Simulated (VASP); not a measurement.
# VO2 in VASP: single point with PBE

Aim: the single point of VO2 with PBE.

All numbers are computed with VASP 6.6.1; they aren't measurements. Logs are shortened: lines on timing, memory, paths and dates and some standing lists are left out, and cuts for length are marked.

### Step 1. The cell of the first run

The typed cell holds 6 atoms: a = 4.584 Å, b = 4.583 Å, c = 2.838 Å, α = 90.00°, β = 90.00°, γ = 90.00°.

### Step 2. Single point, PBE, collinear spin, ferromagnetic start

POSCAR reads:

```
VO2
1.0
    4.5837936911      0.0000000000      0.0000000000
    0.0000000000      4.5832365969      0.0000000000
    0.0000000000      0.0000000000      2.8383716473
V O
2 4
Direct
    0.0000000000      0.0000000000      0.5000000000
    0.5000000000      0.5000000000      0.0000000000
    0.3000396724      0.2999427323      0.5000000000
    0.6999603276      0.7000572677      0.5000000000
    0.1999603276      0.7999427323      0.0000000000
    0.8000396724      0.2000572677      0.0000000000
```

INCAR.step1 reads:

```
ALGO = Normal
EDIFF = 1E-6
ENCUT = 520
GGA = PE
GGA_COMPAT = False
ISIF = 2
ISMEAR = 0
ISPIN = 2
KPAR = 4
LASPH = True
LCHARG = True
LMAXMIX = 4
LORBIT = 11
LREAL = False
LWAVE = False
MAGMOM = 0.92 0.92 0 0 0 0
NBANDS = 38
NEDOS = 2001
NELM = 200
PREC = Accurate
SIGMA = 0.1
```

KPOINTS.step1 reads:

```
k-points
0
Gamma
  8 8 12
```

INCAR.step2 reads:

```
ALGO = Normal
EDIFF = 1E-6
ENCUT = 520
GGA = PE
GGA_COMPAT = False
ICHARG = 11
ISIF = 2
ISMEAR = -5
ISPIN = 2
KPAR = 4
LASPH = True
LCHARG = False
LMAXMIX = 4
LORBIT = 11
LREAL = False
LWAVE = False
MAGMOM = 0.92 0.92 0 0 0 0
NBANDS = 38
NEDOS = 1001
NELM = 200
PREC = Accurate
SIGMA = 0.1
```

KPOINTS.step2 reads:

```
k-points
0
Gamma
  12 12 18
```

Potentials or basis: VASP PAW PBE potentials, release 64 (V_sv, O).

Launch:

```bash
$ cat potpaw_PBE.64/V_sv/POTCAR potpaw_PBE.64/O/POTCAR > POTCAR
$ cp INCAR.step1 INCAR
$ cp KPOINTS.step1 KPOINTS
$ mpirun -np 4 vasp_std > vasp.out
$ cp INCAR.step2 INCAR
$ cp KPOINTS.step2 KPOINTS
$ mpirun -np 4 vasp_std > vasp.out
```

OUTCAR:

```text
EDIFF = 1E-6
   ENCUT = 520
   GGA = PE
   ICHARG = 11
   ISIF = 2
   ISMEAR = -5
   ISPIN = 2
   LASPH = True
   LORBIT = 11
   LREAL = False
   NELM = 200
   PREC = Accurate

 ion  position               nearest neighbor table
   1  0.000  0.000  0.500-   5 1.92   6 1.92   5 1.92   6 1.92   3 1.94   4 1.94
   2  0.500  0.500  0.000-   3 1.92   4 1.92   3 1.92   4 1.92   5 1.94   6 1.94
   3  0.300  0.300  0.500-   2 1.92   2 1.92   1 1.94
   4  0.700  0.700  0.500-   2 1.92   2 1.92   1 1.94
   5  0.200  0.800  0.000-   1 1.92   1 1.92   2 1.94
   6  0.800  0.200  0.000-   1 1.92   1 1.92   2 1.94

  LATTYP: Found a simple orthorhombic cell.
 ALAT       =     2.8383716473
 B/A-ratio  =     1.6147415372
 C/A-ratio  =     1.6149378097

  Lattice vectors:

 A1 = (   0.0000000000,   0.0000000000,  -2.8383716473)
 A2 = (   0.0000000000,   4.5832365969,   0.0000000000)
 A3 = (   4.5837936911,   0.0000000000,   0.0000000000)

Analysis of symmetry for initial positions (statically):
=====================================================================
 Subroutine PRICEL returns:
 Original cell was already a primitive cell.

 Routine SETGRP: Setting up the symmetry group for a
 simple orthorhombic supercell.

 Subroutine GETGRP returns: Found  8 space group operations
 (whereof  4 operations were pure point group operations)
 out of a pool of  8 trial point group operations.

The static configuration has the point symmetry C_2h.
 The point group associated with its full space group is D_2h.

Analysis of symmetry for dynamics (positions and initial velocities):
=====================================================================
 Subroutine PRICEL returns:
 Original cell was already a primitive cell.

 Routine SETGRP: Setting up the symmetry group for a
 simple orthorhombic supercell.

 Subroutine GETGRP returns: Found  8 space group operations
 (whereof  4 operations were pure point group operations)
 out of a pool of  8 trial point group operations.

The dynamic configuration has the point symmetry C_2h.
 The point group associated with its full space group is D_2h.

Analysis of structural, dynamic, and magnetic symmetry:
=====================================================================
 Subroutine PRICEL returns:
 Original cell was already a primitive cell.

 Routine SETGRP: Setting up the symmetry group for a
 simple orthorhombic supercell.

 Subroutine GETGRP returns: Found  8 space group operations
 (whereof  4 operations were pure point group operations)
 out of a pool of  8 trial point group operations.

The overall configuration has the point symmetry C_2h.
 The point group associated with its full space group is D_2h.

 Subroutine INISYM returns: Found  8 space group operations
 (whereof  4 operations are pure point group operations),
 and found     1 'primitive' translations

----------------------------------------------------------------------------------------

                                     Primitive cell

  volume of cell :      59.6302

  direct lattice vectors                    reciprocal lattice vectors
     4.583793691  0.000000000  0.000000000     0.218159906  0.000000000  0.000000000
     0.000000000  4.583236597  0.000000000     0.000000000  0.218186423  0.000000000
     0.000000000  0.000000000  2.838371647     0.000000000  0.000000000  0.352314680

  length of vectors
     4.583793691  4.583236597  2.838371647     0.218159906  0.218186423  0.352314680

  position of ions in fractional coordinates (direct lattice)
     0.000000000  0.000000000  0.500000000
     0.500000000  0.500000000  0.000000000
     0.300039672  0.299942732  0.500000000
     0.699960328  0.700057268  0.500000000
     0.199960328  0.799942732  0.000000000
     0.800039672  0.200057268  0.000000000

  ion indices of the primitive-cell ions
   primitive index   ion index
                 1           1
                 2           2
                 3           3
                 4           4
                 5           5
                 6           6

----------------------------------------------------------------------------------------

[... 51 lines left out ...]
  0.166667  0.250000  0.000000      4.000000
 [... further k-points ...]
   k-points           NKPTS =    490   k-points in BZ     NKDIM =    490   number of bands    NBANDS=     38
   number of dos      NEDOS =   1001   number of ions     NIONS =      6
   total plane-waves  NPLWV =  31104
   dimension x,y,z NGX =    36 NGY =   36 NGZ =   24
   dimension x,y,z NGXF=    72 NGYF=   72 NGZF=   48
   ions per type =               2   4
   NGX,Y,Z   is equivalent  to a cutoff of  13.06, 13.06, 14.06 a.u.
   NGXF,Y,Z  is equivalent  to a cutoff of  26.11, 26.12, 28.11 a.u.
 SYSTEM =  unknown system
   PREC   = accura    normal or accurate (medium, high low for compatibility)
   ISTART =      0    job   : 0-new  1-cont  2-samecut
   ICHARG =     11    charge: 1-file 2-atom 10-const
   ISPIN  =      2    spin polarized calculation?
   LNONCOLLINEAR =      F non collinear calculations
   LSORBIT =      F    spin-orbit coupling
   LASPH  =      T    aspherical Exc in radial PAW
   ENCUT  =  520.0 eV  38.22 Ry    6.18 a.u.   8.52  8.52  5.28*2*pi/ulx,y,z
   NELM   =    200;   NELMIN=  2; NELMDL=  0     # of ELM steps
   EDIFF  = 0.1E-05   stopping-criterion for ELM
   LREAL  =      F    real-space projection
   EDIFFG = 0.1E-04   stopping-criterion for IOM
   NSW    =      0    number of steps for IOM
   IBRION =     -1    ionic relax: 0-MD 1-quasi-New 2-CG
   NFREE  =      0    steps in history (QN), initial steepest desc. (CG)
   ISIF   =      2    stress and relaxation
   ISYM   =      2    0-nonsym 1-usesym 2-fastsym
   POTIM  = 0.5000    time-step for ionic-motion
   TEBEG  =    0.0;   TEEND  =   0.0 temperature during run
   PSTRESS=    0.0 pullay stress
   NELECT =      50.0000    total number of electrons
   NUPDOWN=      -1.0000    fix difference up-down
   EMIN   =  10.00;   EMAX   =-10.00  energy-range for DOS
   EFERMI =   0.00;   METHOD = LEGACY
   ISMEAR =    -5;   SIGMA  =   0.10  broadening in eV -4-tet -1-fermi 0-gaus
   EFERMI_NEDOS =   21; number of points for ismear=-14 and -15
   IALGO  =     38    algorithm
   IMIX   =      4    mixing-type and parameters
     AMIX     =   0.40;   BMIX     =  1.00
     AMIX_MAG =   1.60;   BMIX_MAG =  1.00
  volume/ion in A,a.u.               =       9.94        67.07
  Fermi-wavevector in a.u.,A,eV,Ry     =   1.543746  2.917258 32.424766  2.383153
  Thomas-Fermi vector in A             =   2.649366
   LORBIT       =     11    0 simple, 1 ext, 2 COOP (PROOUT), +10 PAW based schemes
   GGA     = PE    functional components
   LHFCALC =     F    Hartree Fock is set to
   AEXX    =    0.0000 exact exchange contribution
   IVDW    =     0    specifies the selected vdW correction
   LEPSILON=     F    determine dielectric tensor
   LRPA    =     F    only Hartree local field effects (RPA)
 spin polarized calculation
 Fermi weights with tetrahedron method with Bloechl corrections
  energy-cutoff  :      520.00
  volume of cell :       59.63
 maximum number of plane-waves:      1628
 NGX is ok and might be reduce to    36

 number of electron      49.9999981 magnetization       1.9993285

 Free energy of the ion-electron system (eV)
  ---------------------------------------------------
  ext. energy  EPLUGINS =         0.00000000
  ---------------------------------------------------
  free energy    TOTEN  =       -51.95729606 eV

  energy without entropy =      -51.95729606  energy(sigma->0) =      -51.95729606

 E-fermi :   6.1800     XC(G=0): -11.7142

 val. band max:        6.2103118839   @ k =   0.4167   0.4167   0.2778
 cond. band min:       6.1530914937   @ k =   0.5000   0.3333   0.3333
 fundamental gap:     -0.0572203902
 Fermi energy:         6.1799931907

 spin component 1

 k-point     1 :       0.0000    0.0000    0.0000
  band No.  band energies     occupation
      1     -59.9097      1.00000
      2     -59.9010      1.00000
      3     -33.7364      1.00000
      4     -33.7363      1.00000
      5     -33.6593      1.00000
      6     -33.6545      1.00000
[... 949 lines left out ...]
     36      16.6349      0.00000
     37      17.0153      0.00000

 [... further k-points ...]

 spin component 2

 k-point     1 :       0.0000    0.0000    0.0000
  band No.  band energies     occupation
      1     -58.8060      1.00000
      2     -58.7967      1.00000
      3     -32.6446      1.00000
      4     -32.6446      1.00000
      5     -32.5943      1.00000
      6     -32.5751      1.00000
[... 949 lines left out ...]
     36      16.8246      0.00000
     37      17.2745      0.00000

 [... further k-points ...]

 [bands above 37 left out]

------------------------ aborting loop because EDIFF is reached ----------------------------------------

  FORCE on cell =-STRESS in cart. coord.  units (eV):
  Direction    XX          YY          ZZ          XY          YZ          ZX
  --------------------------------------------------------------------------------------
  -------------------------------------------------------------------------------------
  Total        0.2213944      0.2246006      0.4109393      0.0000000      0.0000000      0.0000000
  in kB        5.9485423      6.0346895     11.0413375      0.0000000      0.0000000      0.0000000
  external PRESSURE =       7.6748564 kB  Pullay stress =       0.0000000 kB

 VOLUME and BASIS-vectors are now :
 -----------------------------------------------------------------------------
  energy-cutoff  :      520.00
  volume of cell :       59.63
      direct lattice vectors                 reciprocal lattice vectors
     4.583793691  0.000000000  0.000000000     0.218159906  0.000000000  0.000000000
     0.000000000  4.583236597  0.000000000     0.000000000  0.218186423  0.000000000
     0.000000000  0.000000000  2.838371647     0.000000000  0.000000000  0.352314680

 POSITION                                       TOTAL-FORCE (eV/Angst)
 -----------------------------------------------------------------------------------
      0.00000      0.00000      1.41919         0.000000      0.000000      0.000000
      2.29190      2.29162      0.00000         0.000000      0.000000      0.000000
      1.37532      1.37471      1.41919        -0.029163     -0.028949      0.000000
      3.20847      3.20853      1.41919         0.029163      0.028949     -0.000000
      0.91658      3.66633      0.00000         0.029163     -0.028949      0.000000
      3.66722      0.91691      0.00000        -0.029163      0.028949     -0.000000
 -----------------------------------------------------------------------------------
    total drift:                                0.000000      0.000000     -0.000000

  FREE ENERGIE OF THE ION-ELECTRON SYSTEM (eV)
  ---------------------------------------------------
  free  energy   TOTEN  =       -51.9572960597 eV

  energy  without entropy=      -51.9572960597  energy(sigma->0) =      -51.95729606

 total charge

# of ion       s       p       d       tot
------------------------------------------
    1        2.281   6.333   2.903  11.517
    2        2.281   6.333   2.903  11.517
    3        1.572   3.473   0.000   5.046
    4        1.572   3.473   0.000   5.046
    5        1.572   3.473   0.000   5.046
    6        1.572   3.473   0.000   5.046
--------------------------------------------------
tot         10.851  26.560   5.805  43.216

 magnetization (x)

# of ion       s       p       d       tot
------------------------------------------
    1        0.013   0.012   1.024   1.049
    2        0.013   0.012   1.024   1.049
    3       -0.002  -0.051   0.000  -0.053
    4       -0.002  -0.051   0.000  -0.053
    5       -0.002  -0.051   0.000  -0.053
    6       -0.002  -0.051   0.000  -0.053
--------------------------------------------------
tot          0.018  -0.181   2.048   1.885
```

Wall time 6.8 min (4 MPI ranks of Intel Xeon Platinum 8259CL at 2.50GHz (Skylake/Cascade Lake), shared host); peak memory 1.4 GiB.

What came out:

| Item | Value |
| --- | --- |
| Net moment | 2.00 μB per cell |
| Site moments | V +1.05; O -0.05 μB |
| Valence electrons inside the program's atomic spheres | V 11.52; O 5.05 |

Caveat: semilocal functionals often make such compounds metallic where correlation or magnetic order opens a gap, which also shifts bond lengths; tetrahedron occupations give inexact forces and stress in metals.
